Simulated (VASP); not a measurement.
Set up this calculation in VASP 6.6.1, as the native input.

| Item | Value |
| --- | --- |
| Task | single point |
| Functional | PBE |
| Potentials or basis | VASP PAW PBE potentials, release 64 (Li_sv) |
| Cutoff | 650 eV |
| k mesh | 3 × 3 × 3 |
| Occupations | fermi-dirac, width 0.1 eV |
| Spin | no spin polarisation |
| Dipole correction | no |
| Further INCAR settings | ALGO = Normal; EDIFF = 1e-06; NBANDS = 38 |

The structure of Li lies in POSCAR:

```
Li
1.0
    7.0944470000      0.0000000000      0.0000000000
    0.0000000000      7.0944470000      0.0000000000
    0.0000000000      0.0000000000      7.0944470000
Li
16
Direct
    0.0559874505      0.0099937317      0.0291072722
    0.5138525949     -0.0273735219      0.0074988227
    0.0089083758      0.4858306786      0.0329130657
    0.0633171268     -0.0024808135      0.4725385925
    0.2784854126      0.2670539367      0.2372982700
    0.4870710853      0.4907500190      0.0166609180
    0.5005886999     -0.0327298238      0.5525166373
    0.7468658234      0.2271494875      0.2675613758
    0.0089647579      0.4960640343      0.5027735072
    0.2585402358      0.7099073402      0.2443742268
    0.2344086861      0.2677164267      0.7891383218
    0.5003772669      0.5415785050      0.5428893894
    0.7664304209      0.7894625191      0.2896208824
    0.7751414592      0.1943773771      0.7699824948
    0.2687031139      0.7252573738      0.7616661313
    0.7767624453      0.7477115552      0.7559574411
```

These files were run (other wordings do the same):

INCAR

```
SYSTEM = Li
  ALGO = Normal
  EDIFF = 1E-6
  ENCUT = 650
  GGA = PE
  GGA_COMPAT = .False.
  ISIF = 2
  ISMEAR = -1
  LASPH = .True.
  LCHARG = .False.
  LREAL = .False.
  LWAVE = .False.
  NBANDS = 38
  NELM = 120
  PREC = Accurate
  SIGMA = 0.1
```

KPOINTS

```
k-points
0
Gamma
  3 3 3
  0 0 0
```

Potentials or basis: VASP PAW PBE potentials, release 64 (Li_sv).

Launch:

```sh
$ cat potpaw_PBE.64/Li_sv/POTCAR > POTCAR
$ mpirun -np 1 vasp_std > vasp.out
```

It gave:

- Pressure: -0.9 GPa
- Largest force: 0.579 eV/Å
- Band gap on the k mesh: zero (bands 24 and 25 overlap by 0.45 eV)

Run time: 2.1 min on 1 thread of AMD EPYC 9R45 96-Core Processor (Zen 5) (shared host), peak memory 0.52 GiB.
